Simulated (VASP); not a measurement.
# TiCo3 (Pm-3m) in VASP: a series of runs, part 2 of 2

VASP 6.6.1. Earlier steps stand in the parts before.

### Step 4. Single point, PBEsol, collinear spin, ferromagnetic start (11.66 Å³/atom)

This run uses another cell than the first one, of 11.66 Å³/atom.

INCAR

```
  PREC = Accurate
  ENCUT = 520
  EDIFF = 1E-6
  ISMEAR = 0
  SIGMA = 0.15
  LREAL = F
  LASPH = T
  NELM = 150
  ALGO = Normal
  ISIF = 2
  LWAVE = F
  LCHARG = F
  ISPIN = 2
  MAGMOM = 0.4 0.88 0.88 0.88
  LORBIT = 11
  NUPDOWN = 3.04
  LMAXMIX = 4
  GGA = PS
  NBANDS = 32
```

KPOINTS

```
Automatic mesh
0
Gamma
  12 12 12
```

POSCAR

```
TiCo3
1.0
    3.6000000000      0.0000000000      0.0000000000
    0.0000000000      3.6000000000      0.0000000000
    0.0000000000      0.0000000000      3.6000000000
Ti Co
1 3
Direct
    0.0000000000      0.0000000000      0.0000000000
    0.0000000000      0.5000000000      0.5000000000
    0.5000000000      0.0000000000      0.5000000000
    0.5000000000      0.5000000000      0.0000000000
```

Potentials or basis: VASP PAW PBE potentials, release 64 (Ti_sv, Co).

Launch:

```bash
$ cat potpaw_PBE.64/Ti_sv/POTCAR potpaw_PBE.64/Co/POTCAR > POTCAR
$ mpirun -np 1 vasp_std > vasp.out
```

OUTCAR:

```text
PREC = Accurate
   ENCUT = 520
   EDIFF = 1E-6
   ISMEAR = 0
   LREAL = F
   LASPH = T
   NELM = 150
   ISIF = 2
   ISPIN = 2
   LORBIT = 11
   NUPDOWN = 3.04
   GGA = PS

 ion  position               nearest neighbor table
   1  0.000  0.000  0.000-   2 2.55   3 2.55   4 2.55   2 2.55   3 2.55   2 2.55   4 2.55   2 2.55
                             3 2.55   4 2.55   3 2.55   4 2.55
   2  0.000  0.500  0.500-   1 2.55   3 2.55   4 2.55   1 2.55   4 2.55   1 2.55   3 2.55   1 2.55
                             3 2.55   4 2.55   4 2.55   3 2.55
   3  0.500  0.000  0.500-   1 2.55   2 2.55   4 2.55   1 2.55   4 2.55   2 2.55   4 2.55   4 2.55
                             1 2.55   2 2.55   1 2.55   2 2.55
   4  0.500  0.500  0.000-   1 2.55   2 2.55   3 2.55   2 2.55   3 2.55   1 2.55   3 2.55   3 2.55
                             1 2.55   2 2.55   2 2.55   1 2.55

  LATTYP: Found a simple cubic cell.
 ALAT       =     3.6000000000

[... 1849 lines left out ...]

  FORCE on cell =-STRESS in cart. coord.  units (eV):
  Direction    XX          YY          ZZ          XY          YZ          ZX
  --------------------------------------------------------------------------------------
  -------------------------------------------------------------------------------------
  Total       -2.1826756     -2.1826756     -2.1826756      0.0000000      0.0000000     -0.0000000
  in kB      -74.9535612    -74.9535612    -74.9535612      0.0000000      0.0000000     -0.0000000
  external PRESSURE =     -74.9535612 kB  Pullay stress =       0.0000000 kB

 VOLUME and BASIS-vectors are now :
 -----------------------------------------------------------------------------
  energy-cutoff  :      520.00
  volume of cell :       46.66
      direct lattice vectors                 reciprocal lattice vectors
     3.600000000  0.000000000  0.000000000     0.277777778  0.000000000  0.000000000
     0.000000000  3.600000000  0.000000000     0.000000000  0.277777778  0.000000000
     0.000000000  0.000000000  3.600000000     0.000000000  0.000000000  0.277777778

 POSITION                                       TOTAL-FORCE (eV/Angst)
 -----------------------------------------------------------------------------------
      0.00000      0.00000      0.00000         0.000000      0.000000      0.000000
      0.00000      1.80000      1.80000         0.000000      0.000000      0.000000
      1.80000      0.00000      1.80000         0.000000      0.000000      0.000000
      1.80000      1.80000      0.00000         0.000000      0.000000      0.000000
 -----------------------------------------------------------------------------------
    total drift:                                0.000000      0.000000      0.000000

  FREE ENERGIE OF THE ION-ELECTRON SYSTEM (eV)
  ---------------------------------------------------
  free  energy   TOTEN  =       -32.5671674981 eV

  energy  without entropy=      -32.5136745654  energy(sigma->0) =      -32.54042103

 total charge

# of ion       s       p       d       tot
------------------------------------------
    1        2.267   6.197   1.929  10.393
    2        0.505   0.514   7.289   8.307
    3        0.505   0.514   7.289   8.307
    4        0.505   0.514   7.289   8.307
--------------------------------------------------
tot          3.781   7.738  23.796  35.316

 magnetization (x)

# of ion       s       p       d       tot
------------------------------------------
    1       -0.006  -0.019  -0.321  -0.345
    2       -0.003  -0.006   1.158   1.149
    3       -0.003  -0.006   1.158   1.149
    4       -0.003  -0.006   1.158   1.149
--------------------------------------------------
tot         -0.014  -0.037   3.153   3.102
```

stdout:

```text
POSCAR found type information on POSCAR TiCo
 POSCAR found :  2 types and       4 ions
 scaLAPACK will be used
 -----------------------------------------------------------------------------
|                                                                             |
|                                                                             |
|     You enforced a specific xc type in the INCAR file but a different       |
|     I HOPE YOU KNOW WHAT YOU ARE DOING!                                     |
|                                                                             |
 -----------------------------------------------------------------------------

 LDA part: xc-table for (Slater+PW92), standard interpolation
 POSCAR, INCAR and KPOINTS ok, starting setup
 FFT: planning ... GRIDC
 FFT: planning ... GRID_SOFT
 FFT: planning ... GRID
 WAVECAR not read
 entering main loop
```

It took 2.2 min on 1 thread of Intel Xeon Platinum 8488C (Sapphire Rapids), shared host; peak memory 0.3 GiB.

What came out:

```yaml
Free_energy: -32.5672 eV
Pressure: -7.5 GPa
Net_moment: 3.04 μB per cell
Site_moments: Ti -0.34; Co +1.15 μB
Valence_electrons_inside_the_program's_atomic_spheres: Ti 10.39; Co 8.31
```

Caveat: the cell stands under tension; the PAW data sets were made with another functional, which shifts forces and pressure a little; the total moment is fixed, so each spin has its own Fermi level.

### Step 5. Single point, PBEsol, collinear spin, ferromagnetic start (8.92 Å³/atom)

This run uses another cell than the first one, of 8.92 Å³/atom.

INCAR

```
SYSTEM = TiCo3
ALGO     = Fast           ! electronic algorithm
EDIFF    = 1E-6           ! SCF threshold, eV
ENCUT    = 520            ! plane-wave cutoff, eV
GGA      = PS             ! functional
ISIF     = 2              ! what is computed and relaxed
ISMEAR   = 0              ! smearing method
ISPIN    = 2              ! spin polarisation
LASPH    = .TRUE.         ! aspherical terms in the spheres
LCHARG   = .FALSE.        ! write CHGCAR
LMAXMIX  = 4              ! l up to which the mixer works
LORBIT   = 11             ! projections on sites
LREAL    = .FALSE.        ! projectors in reciprocal space
LWAVE    = .FALSE.        ! write WAVECAR
MAGMOM   = 0.3 0.66 0.66 0.66 ! initial moments
NBANDS   = 32             ! bands
NELM     = 150            ! most SCF steps
NUPDOWN  = 2.28           ! fixed moment
PREC     = Accurate       ! precision mode
SIGMA    = 0.15           ! smearing width, eV
```

KPOINTS

```
k-points
0
G
  12 12 12
  0 0 0
```

POSCAR

```
TiCo3
1.0
    3.2921146286      0.0000000000      0.0000000000
    0.0000000000      3.2921146286      0.0000000000
    0.0000000000      0.0000000000      3.2921146286
Ti Co
1 3
Direct
    0.0000000000      0.0000000000      0.0000000000
    0.0000000000      0.5000000000      0.5000000000
    0.5000000000      0.0000000000      0.5000000000
    0.5000000000      0.5000000000      0.0000000000
```

Launch:

```bash
$ cat potpaw_PBE.64/Ti_sv/POTCAR potpaw_PBE.64/Co/POTCAR > POTCAR
$ mpirun -np 1 vasp_std > vasp.out
```

Run time: 5.4 min. Hardware: 1 thread of AMD EPYC 7R13, shared host; peak memory 0.22 GiB.

The run converged. Its results:

```yaml
Free_energy: -30.8781 eV
Pressure: 82.1 GPa
Net_moment: 2.28 μB per cell
Site_moments: Ti -0.14; Co +0.80 μB
Valence_electrons_inside_the_program's_atomic_spheres: Ti 10.99; Co 8.94
```

Caveat: the cell stands under pressure; the PAW data sets were made with another functional, which shifts forces and pressure a little; the total moment is fixed, so each spin has its own Fermi level.

### Step 6. Single point, PBEsol, collinear spin, ferromagnetic start (8.92 Å³/atom)

This run uses another cell than the first one, of 8.92 Å³/atom.

INCAR

```
SYSTEM = TiCo3
ALGO = Normal
EDIFF = 1E-6
ENCUT = 520
GGA = PS
ISIF = 2
ISMEAR = 0
ISPIN = 2
LASPH = .True.
LCHARG = .False.
LMAXMIX = 4
LORBIT = 11
LREAL = .False.
LWAVE = .False.
MAGMOM = 0.9 1.98 1.98 1.98
NBANDS = 32
NELM = 150
NUPDOWN = 6.84
PREC = Accurate
SIGMA = 0.15
```

KPOINTS

```
k-points
0
Gamma
  12 12 12
  0 0 0
```

POSCAR is that of step 5.

Potentials or basis: VASP PAW PBE potentials, release 64 (Ti_sv, Co).

Launch:

```bash
$ cat potpaw_PBE.64/Ti_sv/POTCAR potpaw_PBE.64/Co/POTCAR > POTCAR
$ mpirun -np 1 vasp_std > vasp.out
```

OUTCAR:

```text
SYSTEM = TiCo3
   EDIFF = 1E-6
   ENCUT = 520
   GGA = PS
   ISIF = 2
   ISMEAR = 0
   ISPIN = 2
   LASPH = .True.
   LORBIT = 11
   LREAL = .False.
   NELM = 150
   NUPDOWN = 6.84
   PREC = Accurate

 ion  position               nearest neighbor table
   1  0.000  0.000  0.000-   2 2.33   3 2.33   4 2.33   2 2.33   3 2.33   2 2.33   4 2.33   2 2.33
                             3 2.33   4 2.33   3 2.33   4 2.33
   2  0.000  0.500  0.500-   1 2.33   3 2.33   4 2.33   1 2.33   4 2.33   1 2.33   3 2.33   1 2.33
                             3 2.33   4 2.33   4 2.33   3 2.33
   3  0.500  0.000  0.500-   1 2.33   2 2.33   4 2.33   1 2.33   4 2.33   2 2.33   4 2.33   4 2.33
                             1 2.33   2 2.33   1 2.33   2 2.33
   4  0.500  0.500  0.000-   1 2.33   2 2.33   3 2.33   2 2.33   3 2.33   1 2.33   3 2.33   3 2.33
                             1 2.33   2 2.33   2 2.33   1 2.33

  LATTYP: Found a simple cubic cell.
 ALAT       =     3.2921146286

  Lattice vectors:

 A1 = (   3.2921146286,   0.0000000000,   0.0000000000)
 A2 = (   0.0000000000,   3.2921146286,   0.0000000000)
 A3 = (   0.0000000000,   0.0000000000,   3.2921146286)

[... 1845 lines left out ...]
  --------------------------------------------------------------------------------------
  -------------------------------------------------------------------------------------
  Total       26.7870032     26.7870032     26.7870032     -0.0000000     -0.0000000      0.0000000
  in kB     1202.8455523   1202.8455523   1202.8455523     -0.0000000     -0.0000000      0.0000000
  external PRESSURE =    1202.8455523 kB  Pullay stress =       0.0000000 kB

 VOLUME and BASIS-vectors are now :
 -----------------------------------------------------------------------------
  energy-cutoff  :      520.00
  volume of cell :       35.68
      direct lattice vectors                 reciprocal lattice vectors
     3.292114629  0.000000000  0.000000000     0.303756130  0.000000000  0.000000000
     0.000000000  3.292114629  0.000000000     0.000000000  0.303756130  0.000000000
     0.000000000  0.000000000  3.292114629     0.000000000  0.000000000  0.303756130

 POSITION                                       TOTAL-FORCE (eV/Angst)
 -----------------------------------------------------------------------------------
      0.00000      0.00000      0.00000         0.000000      0.000000      0.000000
      0.00000      1.64606      1.64606         0.000000      0.000000      0.000000
      1.64606      0.00000      1.64606         0.000000      0.000000      0.000000
      1.64606      1.64606      0.00000         0.000000      0.000000      0.000000
 -----------------------------------------------------------------------------------
    total drift:                                0.000000     -0.000000     -0.000000

  FREE ENERGIE OF THE ION-ELECTRON SYSTEM (eV)
  ---------------------------------------------------
  free  energy   TOTEN  =       -26.2487753550 eV

  energy  without entropy=      -26.1782565863  energy(sigma->0) =      -26.21351597

 total charge

# of ion       s       p       d       tot
------------------------------------------
    1        2.330   6.341   2.457  11.128
    2        0.662   0.800   7.428   8.890
    3        0.662   0.800   7.428   8.890
    4        0.662   0.800   7.428   8.890
--------------------------------------------------
tot          4.317   8.741  24.741  37.800

 magnetization (x)

# of ion       s       p       d       tot
------------------------------------------
    1        0.017   0.079   0.760   0.856
    2        0.032   0.161   1.737   1.930
    3        0.032   0.161   1.737   1.930
    4        0.032   0.161   1.737   1.930
--------------------------------------------------
tot          0.112   0.563   5.971   6.646
```

stdout:

```text
POSCAR found type information on POSCAR TiCo
 POSCAR found :  2 types and       4 ions
 scaLAPACK will be used
 -----------------------------------------------------------------------------
|                                                                             |
|                                                                             |
|     You enforced a specific xc type in the INCAR file but a different       |
|     I HOPE YOU KNOW WHAT YOU ARE DOING!                                     |
|                                                                             |
 -----------------------------------------------------------------------------

 LDA part: xc-table for (Slater+PW92), standard interpolation
 POSCAR, INCAR and KPOINTS ok, starting setup
 FFT: planning ... GRIDC
 FFT: planning ... GRID_SOFT
 FFT: planning ... GRID
 WAVECAR not read
 entering main loop
```

Wall time 4.6 min (1 thread of AMD EPYC 7R13, shared host); peak memory 0.22 GiB.

Results:

```yaml
Free_energy: -26.2488 eV
Pressure: 120.3 GPa
Net_moment: 6.84 μB per cell
Site_moments: Ti +0.86; Co +1.93 μB
Valence_electrons_inside_the_program's_atomic_spheres: Ti 11.13; Co 8.89
```

Caveat: the cell stands under pressure; the PAW data sets were made with another functional, which shifts forces and pressure a little; the total moment is fixed, so each spin has its own Fermi level.

### Step 7. Summary

| fixed moment (μB) | cell | pressure (GPa) | moment (μB) |
| --- | --- | --- | --- |
| 7.6 | a = 3.374 Å, 4 atoms | 86.0 | 7.60 |
| 7.6 | a = 3.600 Å, 4 atoms | 16.2 | 7.60 |
| 3.04 | a = 3.600 Å, 4 atoms | -7.5 | 3.04 |
| 2.28 | a = 3.292 Å, 4 atoms | 82.1 | 2.28 |
| 6.84 | a = 3.292 Å, 4 atoms | 120.3 | 6.84 |

Alike in all rows: task single point; level PBEsol; potentials or basis VASP PAW PBE potentials, release 64 (Ti_sv, Co); spin collinear, ferromagnetic start; k mesh 12 × 12 × 12; cutoff (eV) 520; smearing gaussian 0.15 eV.

Caveats: the PAW data sets were made with another functional, which shifts forces and pressure a little; the total moment is fixed, so each spin has its own Fermi level; the cell stands under pressure (at least some runs); the cell stands under tension (at least some runs).

Total energies depend on the potentials used, so only differences within one code and one set of settings carry meaning.
